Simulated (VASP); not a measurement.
Write the native input for VASP 6.6.1 that does the following.

| Property | Result |
| --- | --- |
| Task | single point |
| Functional | PBE |
| Potentials or basis | VASP PAW PBE potentials, release 64 (Ru_pv) |
| Cutoff | 500 eV |
| k mesh | 17 × 17 × 10 |
| Occupations | fermi-dirac, width 0.05 eV |
| Spin | no spin polarisation |
| Dipole correction | no |
| Further INCAR settings | ALGO = Normal; EDIFF = 1e-06; NBANDS = 21 |

The structure of Ru lies in POSCAR:

```
Ru
1.0
    2.7210772114      0.0000000000      0.0000000000
   -1.3605386057      2.3565219908      0.0000000000
    0.0000000000      0.0000000000      4.2948850397
Ru
2
Direct
    0.3333333333      0.6666666667      0.2500000000
    0.6666666667      0.3333333333      0.7500000000
```

One way to write it, as run:

INCAR

```
  PREC = Accurate
  ENCUT = 500
  EDIFF = 1E-6
  ISMEAR = -1
  SIGMA = 0.05
  LREAL = False
  LASPH = True
  NELM = 120
  ALGO = Normal
  ISIF = 2
  LWAVE = False
  LCHARG = False
  GGA = PE
  NBANDS = 21
  GGA_COMPAT = False
```

KPOINTS

```
Automatic mesh
0
Gamma
  17 17 10
```

Potentials or basis: VASP PAW PBE potentials, release 64 (Ru_pv).

The run is started by

```bash
$ cat potpaw_PBE.64/Ru_pv/POTCAR > POTCAR
$ mpirun -np 1 vasp_std > vasp.out
```

Results of the run:

```json
{
  "Pressure": "-0.1 GPa",
  "Band gap on the k mesh": "zero (band 14 reaches 13.99 eV, above the bottom of band 15 at 11.00 eV)"
}
```

Run time: 40 s on 1 thread of Intel(R) Xeon(R) 6975P-C (Granite Rapids), with other jobs on the host, peak memory 0.2 GiB.
